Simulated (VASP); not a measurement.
# MgS (F-43m) in VASP: notebook

MgS is run at these levels: PBEsol; tasks: single point, relaxation of cell and atoms.

Everything below comes from runs of VASP 6.6.1. Logs are shortened: lines on timing, memory, paths and dates and some standing lists are left out, and cuts for length are marked.

## Step 1: The cell of the first run

The structure is cubic, space group F-43m (No. 216). The conventional cell has a = 5.660 Å, b = 5.660 Å, c = 5.660 Å, α = 90.00°, β = 90.00°, γ = 90.00°. Mg (site symmetry -43m) has 4 S at 2.45 Å within 3.2 Å. S (site symmetry -43m) has 4 Mg at 2.45 Å within 3.2 Å.

## Step 2: Single point, PBEsol

INCAR reads:

```
SYSTEM = MgS
ALGO = Normal
EDIFF = 1E-6
ENCUT = 600
GGA = PS
GGA_COMPAT = .FALSE.
ISIF = 2
ISMEAR = 0
LASPH = .TRUE.
LCHARG = .FALSE.
LREAL = .FALSE.
LWAVE = .FALSE.
NBANDS = 11
NELM = 120
PREC = Accurate
SIGMA = 0.1
```

KPOINTS reads:

```
k-points
0
G
  6 6 6
  0 0 0
```

POSCAR reads:

```
MgS
1.0
    0.0000000000      2.8300000000      2.8300000000
    2.8300000000      0.0000000000      2.8300000000
    2.8300000000      2.8300000000      0.0000000000
Mg S
1 1
Direct
    0.0000000000      0.0000000000      0.0000000000
    0.2500000000      0.2500000000      0.2500000000
```

Potentials or basis: VASP PAW PBE potentials, release 64 (Mg, S).

The run is started by

```sh
$ cat potpaw_PBE.64/Mg/POTCAR potpaw_PBE.64/S/POTCAR > POTCAR
$ mpirun -np 1 vasp_std > vasp.out
```

OUTCAR:

```text
SYSTEM = MgS
   EDIFF = 1E-6
   ENCUT = 600
   GGA = PS
   ISIF = 2
   ISMEAR = 0
   LASPH = .TRUE.
   LREAL = .FALSE.
   NELM = 120
   PREC = Accurate

 ion  position               nearest neighbor table
   1  0.000  0.000  0.000-   2 2.45   2 2.45   2 2.45   2 2.45
   2  0.250  0.250  0.250-   1 2.45   1 2.45   1 2.45   1 2.45

  LATTYP: Found a face centered cubic cell.
 ALAT       =     5.6600000000

  Lattice vectors:

 A1 = (   0.0000000000,   2.8300000000,   2.8300000000)
 A2 = (   2.8300000000,   0.0000000000,   2.8300000000)
 A3 = (   2.8300000000,   2.8300000000,   0.0000000000)

Analysis of symmetry for initial positions (statically):
=====================================================================
 Subroutine PRICEL returns:
 Original cell was already a primitive cell.

 Routine SETGRP: Setting up the symmetry group for a
 face centered cubic supercell.

 Subroutine GETGRP returns: Found 24 space group operations
 (whereof 24 operations were pure point group operations)
 out of a pool of 48 trial point group operations.

The static configuration has the point symmetry T_d .

Analysis of symmetry for dynamics (positions and initial velocities):
=====================================================================
 Subroutine PRICEL returns:
 Original cell was already a primitive cell.

 Routine SETGRP: Setting up the symmetry group for a
 face centered cubic supercell.

 Subroutine GETGRP returns: Found 24 space group operations
 (whereof 24 operations were pure point group operations)
 out of a pool of 48 trial point group operations.

The dynamic configuration has the point symmetry T_d .

 Subroutine INISYM returns: Found 24 space group operations
 (whereof 24 operations are pure point group operations),
 and found     1 'primitive' translations

----------------------------------------------------------------------------------------

                                     Primitive cell

  volume of cell :      45.3304

  direct lattice vectors                    reciprocal lattice vectors
     0.000000000  2.830000000  2.830000000    -0.176678445  0.176678445  0.176678445
     2.830000000  0.000000000  2.830000000     0.176678445 -0.176678445  0.176678445
     2.830000000  2.830000000  0.000000000     0.176678445  0.176678445 -0.176678445

  length of vectors
     4.002224382  4.002224382  4.002224382     0.306016044  0.306016044  0.306016044

  position of ions in fractional coordinates (direct lattice)
     0.000000000  0.000000000  0.000000000
     0.250000000  0.250000000  0.250000000

  ion indices of the primitive-cell ions
   primitive index   ion index
                 1           1
                 2           2

----------------------------------------------------------------------------------------

 KPOINTS: k-points

Automatic generation of k-mesh.
 Grid dimensions read from file:
 generate k-points for:    6    6    6

 Generating k-lattice:

  Cartesian coordinates                     Fractional coordinates (reciprocal lattice)
    -0.029446408  0.029446408  0.029446408     0.166666667  0.000000000  0.000000000
     0.029446408 -0.029446408  0.029446408     0.000000000  0.166666667  0.000000000
     0.029446408  0.029446408 -0.029446408     0.000000000  0.000000000  0.166666667

  Length of vectors
     0.051002674  0.051002674  0.051002674

  Shift w.r.t. Gamma in fractional coordinates (k-lattice)
     0.000000000  0.000000000  0.000000000

 Subroutine IBZKPT returns following result:
 ===========================================

 Found     16 irreducible k-points:

 Following reciprocal coordinates:
            Coordinates               Weight
  0.000000  0.000000  0.000000      1.000000
  0.166667  0.000000  0.000000      8.000000
  0.333333  0.000000  0.000000      8.000000
  0.500000  0.000000  0.000000      4.000000
  0.166667  0.166667  0.000000      6.000000
  0.333333  0.166667  0.000000     24.000000
[... 8 lines left out ...]
 -0.333333  0.333333  0.166667     24.000000
 -0.333333  0.500000  0.166667     12.000000
   k-points           NKPTS =     16   k-points in BZ     NKDIM =     16   number of bands    NBANDS=     11
   number of dos      NEDOS =    301   number of ions     NIONS =      2
   total plane-waves  NPLWV =  32768
   dimension x,y,z NGX =    32 NGY =   32 NGZ =   32
   dimension x,y,z NGXF=    64 NGYF=   64 NGZF=   64
   ions per type =               1   1
   NGX,Y,Z   is equivalent  to a cutoff of  13.29, 13.29, 13.29 a.u.
   NGXF,Y,Z  is equivalent  to a cutoff of  26.58, 26.58, 26.58 a.u.
 SYSTEM =  MgS
   PREC   = accura    normal or accurate (medium, high low for compatibility)
   ISTART =      0    job   : 0-new  1-cont  2-samecut
   ICHARG =      2    charge: 1-file 2-atom 10-const
   ISPIN  =      1    spin polarized calculation?
   LNONCOLLINEAR =      F non collinear calculations
   LSORBIT =      F    spin-orbit coupling
   LASPH  =      T    aspherical Exc in radial PAW
   ENCUT  =  600.0 eV  44.10 Ry    6.64 a.u.   7.99  7.99  7.99*2*pi/ulx,y,z
   NELM   =    120;   NELMIN=  2; NELMDL= -5     # of ELM steps
   EDIFF  = 0.1E-05   stopping-criterion for ELM
   LREAL  =      F    real-space projection
   EDIFFG = 0.1E-04   stopping-criterion for IOM
   NSW    =      0    number of steps for IOM
   IBRION =     -1    ionic relax: 0-MD 1-quasi-New 2-CG
   NFREE  =      0    steps in history (QN), initial steepest desc. (CG)
   ISIF   =      2    stress and relaxation
   ISYM   =      2    0-nonsym 1-usesym 2-fastsym
   POTIM  = 0.5000    time-step for ionic-motion
   TEBEG  =    0.0;   TEEND  =   0.0 temperature during run
   PSTRESS=    0.0 pullay stress
   NELECT =       8.0000    total number of electrons
   NUPDOWN=      -1.0000    fix difference up-down
   EMIN   =  10.00;   EMAX   =-10.00  energy-range for DOS
   EFERMI =   0.00;   METHOD = LEGACY
   ISMEAR =     0;   SIGMA  =   0.10  broadening in eV -4-tet -1-fermi 0-gaus
   EFERMI_NEDOS =   21; number of points for ismear=-14 and -15
   IALGO  =     38    algorithm
   IMIX   =      4    mixing-type and parameters
     AMIX     =   0.40;   BMIX     =  1.00
     AMIX_MAG =   1.60;   BMIX_MAG =  1.00
  volume/ion in A,a.u.               =      22.67       152.95
  Fermi-wavevector in a.u.,A,eV,Ry     =   0.918280  1.735297 11.472948  0.843238
  Thomas-Fermi vector in A             =   2.043344
   LORBIT       =      0    0 simple, 1 ext, 2 COOP (PROOUT), +10 PAW based schemes
   GGA     = PS    functional components
   LHFCALC =     F    Hartree Fock is set to
   AEXX    =    0.0000 exact exchange contribution
   IVDW    =     0    specifies the selected vdW correction
   LEPSILON=     F    determine dielectric tensor
   LRPA    =     F    only Hartree local field effects (RPA)
 non-spin polarized calculation
 Gauss-broadening in eV      SIGMA  =   0.10
  energy-cutoff  :      600.00
  volume of cell :       45.33
 maximum number of plane-waves:      1527
   NGX = 15   NGY = 15   NGZ = 15

 number of electron       8.0000000 magnetization

 Free energy of the ion-electron system (eV)
  ---------------------------------------------------
  ext. energy  EPLUGINS =         0.00000000
  ---------------------------------------------------
  free energy    TOTEN  =        -8.91725066 eV

  energy without entropy =       -8.91725066  energy(sigma->0) =       -8.91725066

 E-fermi :   1.5091     XC(G=0):  -8.5803

 val. band max:        1.0079180707   @ k =   0.0000   0.0000   0.0000
 cond. band min:       4.3086300724   @ k =   0.0000   0.0000   0.0000
 fundamental gap:      3.3007120017
 Fermi energy:         1.5090732988

 k-point     1 :       0.0000    0.0000    0.0000
  band No.  band energies     occupation
      1     -10.2643      2.00000
      2       1.0079      2.00000
      3       1.0079      2.00000
      4       1.0079      2.00000
      5       4.3086      0.00000
      6       8.8827      0.00000
      7       8.8827      0.00000
      8       8.8827      0.00000
      9      11.7932      0.00000
     10      11.7932      0.00000
     11      14.5626      0.00000

 k-point     2 :       0.1667    0.0000    0.0000
  band No.  band energies     occupation
      1     -10.1104      2.00000
      2      -0.0894      2.00000
      3       0.9170      2.00000
      4       0.9170      2.00000
      5       5.3292      0.00000
      6       8.6203      0.00000
      7       9.1351      0.00000
      8       9.1351      0.00000
      9      11.1754      0.00000
     10      11.1754      0.00000
     11      13.5861      0.00000

 k-point     3 :       0.3333    0.0000    0.0000
  band No.  band energies     occupation
      1      -9.7657      2.00000
      2      -1.5626      2.00000
      3       0.7522      2.00000
      4       0.7522      2.00000
      5       6.0269      0.00000
      6       8.8438      0.00000
      7       8.8438      0.00000
      8       9.0460      0.00000
      9      12.1404      0.00000
     10      12.1404      0.00000
     11      12.9497      0.00000

 k-point     4 :       0.5000    0.0000    0.0000
  band No.  band energies     occupation
      1      -9.5693      2.00000
      2      -2.1793      2.00000
      3       0.6770      2.00000
      4       0.6770      2.00000
      5       6.0065      0.00000
      6       8.5501      0.00000
      7       8.5501      0.00000
      8       9.4359      0.00000
      9      13.7231      0.00000
     10      14.1693      0.00000
     11      14.1693      0.00000
[... 127 lines left out ...]
 k-point    14 :       0.5000    0.3333    0.1667
  band No.  band energies     occupation
      1      -9.5306      2.00000
      2      -1.4768      2.00000
      3      -0.3297      2.00000
      4       0.3011      2.00000
      5       6.5480      0.00000
      6       8.0095      0.00000
      7       8.4000      0.00000
      8      10.7261      0.00000
      9      11.6095      0.00000
     10      14.4654      0.00000
     11      15.3023      0.00000

 k-point    15 :      -0.3333    0.3333    0.1667
  band No.  band energies     occupation
      1      -9.3975      2.00000
      2      -1.5786      2.00000
      3      -0.6893      2.00000
      4       0.0940      2.00000
      5       6.6297      0.00000
      6       7.9421      0.00000
      7       9.3466      0.00000
      8      10.2105      0.00000
      9      12.1417      0.00000
     10      13.9494      0.00000
     11      15.2436      0.00000

 k-point    16 :      -0.3333    0.5000    0.1667
  band No.  band energies     occupation
      1      -9.3384      2.00000
      2      -1.5344      2.00000
      3      -0.5799      2.00000
      4      -0.2816      2.00000
      5       5.8327      0.00000
      6       7.7670      0.00000
      7      10.2879      0.00000
      8      10.3242      0.00000
      9      13.4225      0.00000
     10      14.7523      0.00000
     11      14.8701      0.00000

------------------------ aborting loop because EDIFF is reached ----------------------------------------

  FORCE on cell =-STRESS in cart. coord.  units (eV):
  Direction    XX          YY          ZZ          XY          YZ          ZX
  --------------------------------------------------------------------------------------
  -------------------------------------------------------------------------------------
  Total       -0.0900404     -0.0900404     -0.0900404      0.0000000     -0.0000000      0.0000000
  in kB       -3.1824279     -3.1824279     -3.1824279      0.0000000     -0.0000000      0.0000000
  external PRESSURE =      -3.1824279 kB  Pullay stress =       0.0000000 kB

 VOLUME and BASIS-vectors are now :
 -----------------------------------------------------------------------------
  energy-cutoff  :      600.00
  volume of cell :       45.33
      direct lattice vectors                 reciprocal lattice vectors
     0.000000000  2.830000000  2.830000000    -0.176678445  0.176678445  0.176678445
     2.830000000  0.000000000  2.830000000     0.176678445 -0.176678445  0.176678445
     2.830000000  2.830000000  0.000000000     0.176678445  0.176678445 -0.176678445

 POSITION                                       TOTAL-FORCE (eV/Angst)
 -----------------------------------------------------------------------------------
      0.00000      0.00000      0.00000         0.000000     -0.000000      0.000000
      1.41500      1.41500      1.41500        -0.000000      0.000000     -0.000000
 -----------------------------------------------------------------------------------
    total drift:                               -0.000000     -0.000000     -0.000000

  FREE ENERGIE OF THE ION-ELECTRON SYSTEM (eV)
  ---------------------------------------------------
  free  energy   TOTEN  =        -8.9172506607 eV

  energy  without entropy=       -8.9172506607  energy(sigma->0) =       -8.91725066
```

Run time: 9.2 s. Hardware: 1 thread of Intel Xeon 8259CL, shared host; peak memory 0.17 GiB.

Results:

```
Free energy            : -8.9173 eV
Pressure               : -0.3 GPa
Band gap on the k mesh : 3.30 eV
```

Caveat: the PAW data sets were made with another functional, which shifts forces and pressure a little.

## Step 3: Relaxation of cell and atoms, PBEsol

INCAR reads:

```
ALGO = Normal
EDIFF = 1E-7
EDIFFG = -0.002
ENCUT = 600
GGA = PS
GGA_COMPAT = F
IBRION = 2
ISIF = 3
ISMEAR = 0
LASPH = T
LCHARG = F
LREAL = F
LWAVE = F
NELM = 120
NELMIN = 4
NSW = 100
PREC = Accurate
SIGMA = 0.02
```

KPOINTS reads:

```
k-points
0
Gamma
  8 8 8
```

POSCAR is that of step 2.

Potentials or basis: VASP PAW PBE potentials, release 64 (Mg, S).

The run is started by

```sh
$ cat potpaw_PBE.64/Mg/POTCAR potpaw_PBE.64/S/POTCAR > POTCAR
$ mpirun -np 1 vasp_std > vasp.out
```

Wall time 25 s (1 thread of Intel Xeon 8259CL, shared host); peak memory 0.19 GiB.

The run converged. Its results:

| Item | Value |
| --- | --- |
| Free energy | -8.9181 eV |
| Relaxed volume | 22.54 Å³/atom |
| Relaxed cell | a = 3.995 Å, b = 3.995 Å, c = 3.995 Å, α = 60.00°, β = 60.00°, γ = 60.00° |
| Space group after relaxing (to 0.1 Å) | F-43m (No. 216) |
| Energy gained by relaxing | 0.1 meV/atom |
| Ionic steps | 3 |
| Pressure after relaxing | 0.0 GPa |
| Band gap on the k mesh | 3.33 eV |

The path:
```csv
step,energy change (eV),largest force (eV/Å),pressure (GPa),volume (Å³)
1,0.0000,0.0000,-0.32,45.33
2,-0.0002,0.0000,0.06,45.04
3,-0.0003,0.0000,0.00,45.08
```

Final structure:
```yaml
crystal:
  lattice:
    - [0.00000, 2.82480, 2.82480]
    - [2.82480, 0.00000, 2.82480]
    - [2.82480, 2.82480, 0.00000]
  atoms:
    - { symbol: Mg, position: [0.00000, 0.00000, 0.00000] }
    - { symbol: S, position: [0.25000, 0.25000, 0.25000] }
```

Levels at points of the mesh, in eV from the valence-band top:
| k point | band 1 | band 2 | band 3 | band 4 | band 5 | band 6 | band 7 | band 8 |
| --- | --- | --- | --- | --- | --- | --- | --- | --- |
| (0.00, 0.00, 0.00) | -11.29 | 0.00 | 0.00 | 0.00 | 3.33 | 7.89 | 7.89 | 7.89 |
| (0.50, 0.00, 0.00) | -10.59 | -3.21 | -0.33 | -0.33 | 5.02 | 7.55 | 7.55 | 8.45 |
| (0.50, 0.50, 0.00) | -10.36 | -2.87 | -1.06 | -1.06 | 3.70 | 5.55 | 11.09 | 12.21 |

Caveat: the PAW data sets were made with another functional, which shifts forces and pressure a little.
